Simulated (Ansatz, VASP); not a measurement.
Two plane-wave programs on BiTe

File INCAR:

```
SYSTEM = BiTe
  PREC = Accurate
  ENCUT = 520
  EDIFF = 1E-6
  ISMEAR = 0
  SIGMA = 0.15
  LREAL = .FALSE.
  LASPH = .TRUE.
  NELM = 100
  ALGO = Normal
  ISIF = 2
  LWAVE = .FALSE.
  LCHARG = .FALSE.
  GGA = PS
  NBANDS = 18
```

The input KPOINTS:

```
Automatic mesh
0
G
  14 14 14
  0 0 0
```

File POSCAR:

```
BiTe
1.0
    0.0000000000      3.1864750000      3.3320500000
    3.1864750000      0.0000000000      3.3320500000
    3.1864750000      3.1864750000      0.0000000000
Bi Te
1 1
Direct
    0.0000000000      0.0000000000      0.0000000000
    0.5000000000      0.5000000000      0.5000000000
```

Input for Ansatz:

```yaml
crystal:
  lattice:
    - [0.0, 3.186475, 3.33205]
    - [3.186475, 0.0, 3.33205]
    - [3.186475, 3.186475, 0.0]
  atoms:
    - { symbol: Bi, position: [0.0, 0.0, 0.0] }
    - { symbol: Te, position: [0.5, 0.5, 0.5] }
basis:
  ecutwfc: 420
kpoints:
  mp_grid: { grid: [14, 14, 14] }
hamiltonian:
  xc: pbesol
scf:
  occupations: { method: gaussian, width: 0.15 }
output:
  forces: true
  stress: true
  eigenvalues: true
```

Change from the starting cell: strain -0.015 along x and y, +0.030 along z, atoms carried along.

Alike in both runs: task single point; functional PBEsol; k mesh 14 × 14 × 14; occupations gaussian, width 0.15 eV; no spin polarisation.

|  | VASP | Ansatz |
| --- | --- | --- |
| version | VASP 6.6.1 | Ansatz 0.2.0 |
| potentials or method | VASP PAW PBE potentials, release 64 (Bi_d, Te), cutoff 520 eV | scalar-relativistic, plane waves, PAW |
| valence electrons in the cell | 21 | 31 |

```tsv
	VASP	Ansatz	Ansatz less VASP
gap on the k mesh at the Fermi level (eV)	none	none	-
pressure (GPa)	-1.5	-1.5	+0.02
traceless stress, the component that is largest in VASP (GPa)	-2.25	-2.25	+0.003
```

VASP's potentials were made for PBE, not for PBEsol. A gap of «none» marks a metal or a gap that the smearing closes. VASP's potentials hold 21 valence electrons a cell and Ansatz's 31, so a difference there can come from the potentials and not from the codes.

Neither program's run includes spin-orbit coupling.
